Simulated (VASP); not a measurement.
Write the native input for VASP 6.6.1 that does the following.

```yaml
Task: single point
Functional: PBE
Potentials_or_basis: VASP PAW PBE potentials, release 64 (Si)
Cutoff: 520 eV
k_mesh: 2 × 2 × 2
Occupations: gaussian, width 0.05 eV
Spin: no spin polarisation
Dipole_correction: no
Further_INCAR_settings: LREAL = Auto; ALGO = Normal; EDIFF = 1e-06; NBANDS = 48
```

The structure of Si (a cell with a defect) lies in POSCAR:

```
Si
1.0
    0.0000000000      5.4300000000      5.4300000000
    5.4300000000      0.0000000000      5.4300000000
    5.4300000000      5.4300000000      0.0000000000
Si
17
Direct
   -0.0063535912      0.0021657459      0.0019511971
    0.1218498158      0.1279923573      0.1280139042
    0.0004209024     -0.0012361878      0.5002761510
    0.1220852670      0.1281607735      0.6216243094
    0.0003349908      0.5003360958     -0.0010637201
    0.1219857274      0.6219925414      0.1280365562
    0.0005178637      0.5005211786      0.5003134438
    0.1249936464      0.6249916206      0.6251010129
    0.5019440147      0.0019458564      0.0018079190
    0.6250787293      0.1250941989      0.1241061694
    0.5023976059      0.0024018416      0.4926510129
    0.6280593923      0.1280590239      0.6215625230
    0.5021587477      0.4936616943      0.0019484346
    0.6279928177      0.6218528545      0.1280138122
    0.4987664825      0.5004213628      0.5002756906
    0.6281582873      0.6220912523      0.6216236648
    0.3750917127      0.8751064457      0.8741178637
```

The input as run:

INCAR

```
SYSTEM = Si
PREC = Accurate
ENCUT = 520
EDIFF = 1E-6
ISMEAR = 0
SIGMA = 0.05
LREAL = Auto
LASPH = .True.
NELM = 80
ALGO = Normal
ISIF = 2
LWAVE = .False.
LCHARG = .False.
GGA = PE
NBANDS = 48
```

KPOINTS

```
regular mesh
0
Gamma
  2 2 2
  0 0 0
```

Potentials or basis: VASP PAW PBE potentials, release 64 (Si).

Launch:

```bash
$ cat potpaw_PBE.64/Si/POTCAR > POTCAR
$ mpirun -np 1 vasp_std > vasp.out
```

It gave:

```json
{"Pressure": "5.3 GPa", "Largest force": "0.019 eV/Å", "Band gap on the k mesh": "zero (bands 34 and 35 overlap by 0.25 eV)"}
```

Caveat: the k points lie up to 0.50 Å⁻¹ apart.

It took 2.5 min on 1 thread of AMD EPYC 9R45 96-Core Processor (Zen 5), with other jobs on the host, peak memory 0.44 GiB.
